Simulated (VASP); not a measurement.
Crystal: CdF2.

```
Cd F
1.0
     0.00000    2.69400    2.69400
     2.69400    0.00000    2.69400
     2.69400    2.69400    0.00000
Cd F
1 2
Direct
  0.00000 0.00000 0.00000
  0.25000 0.25000 0.25000
  0.75000 0.75000 0.75000
```

```yaml
Program: VASP 6.6.1
Task: relaxation of cell and atoms
Functional: PBE
Potentials_or_basis: VASP PAW PBE potentials, release 64 (Cd, F)
Cutoff: 600 eV
k_mesh: 5 × 5 × 5
Occupations: gaussian, width 0.01 eV
Spin: no spin polarisation
```

At the start: pressure 6.0 GPa; volume 13.03 Å³/atom.

Q: How do energy, volume and symmetry change on relaxing?

A: Over 3 steps the energy falls by 13.4 meV/atom and the volume is 13.79 Å³/atom (+5.8 %); space group Fm-3m (No. 225, to 0.1 Å) before and after.

The path:
| step | energy change (eV) | largest force (eV/Å) | pressure (GPa) | volume (Å³) |
| --- | --- | --- | --- | --- |
| 1 | 0.0000 | 0.0000 | 6.01 | 39.10 |
| 2 | -0.0379 | 0.0000 | -1.24 | 41.94 |
| 3 | -0.0402 | 0.0000 | 0.01 | 41.36 |

Final structure:
```cif
data_structure
_symmetry_space_group_name_H-M 'P 1'
_symmetry_Int_Tables_number 1
_cell_length_a 3.8818
_cell_length_b 3.8818
_cell_length_c 3.8818
_cell_angle_alpha 60.000
_cell_angle_beta 60.000
_cell_angle_gamma 60.000
_cell_volume 41.36
loop_
_atom_site_label
_atom_site_type_symbol
_atom_site_fract_x
_atom_site_fract_y
_atom_site_fract_z
_atom_site_occupancy
Cd1 Cd 0.00000 0.00000 0.00000 1
F1 F 0.25000 0.25000 0.25000 1
F2 F 0.75000 0.75000 0.75000 1
```
